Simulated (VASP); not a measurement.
# Pd: single point with PBE

Pd:

```
Pd
1.0
     0.00000    1.83022    2.19627
     1.83022    0.00000    2.19627
     1.83022    1.83022    0.00000
Pd
1
Direct
  0.00000 0.00000 0.00000
```

This cell differs from its parent crystal: ratio of the length along z to the lengths across it x 1.2, volume and fractional coordinates fixed.

```yaml
Program: VASP 6.6.1
Task: single point
Functional: PBE
Potentials_or_basis: VASP PAW PBE potentials, release 64 (Pd)
Cutoff: 520 eV
k_mesh: 24 × 24 × 24
Occupations: gaussian, width 0.15 eV
Spin: no spin polarisation
Dipole_correction: no
Further_INCAR_settings: ALGO = Fast; EDIFF = 1e-07; NBANDS = 11
```

```json
{
 "Pressure": "10.4 GPa",
 "Band gap on the k mesh": "zero (band 5 reaches 10.87 eV, above the bottom of band 6 at 8.63 eV)"
}
```

Stress tensor (GPa, compression positive):
```
17.10  0.00  0.00
 0.00 17.10  0.00
 0.00  0.00 -2.91
```

Levels at points of the mesh, in eV from the Fermi level:
| k point | band 1 | band 2 | band 3 | band 4 | band 5 | band 6 | band 7 | band 8 | band 9 | band 10 |
| --- | --- | --- | --- | --- | --- | --- | --- | --- | --- | --- |
| (0.00, 0.00, 0.00) | -7.13 | -3.98 | -2.31 | -2.09 | -2.09 | -0.37 | 17.74 | 19.29 | 23.42 | 23.42 |
| (0.50, 0.00, 0.00) | -5.27 | -3.61 | -2.12 | -0.26 | 0.24 | 1.13 | 7.57 | 15.37 | 20.89 | 23.34 |
| (0.50, 0.50, 0.00) | -5.41 | -5.24 | 0.14 | 0.22 | 0.22 | 1.30 | 7.78 | 15.65 | 15.65 | 23.67 |
| (0.50, 0.00, 0.50) | -5.46 | -4.91 | -0.48 | -0.23 | 1.05 | 4.69 | 12.00 | 12.51 | 12.87 | 20.82 |

Run time: 64 s on 1 thread of Intel(R) Xeon(R) 6975P-C (Granite Rapids), with other jobs on the host, peak memory 0.28 GiB.
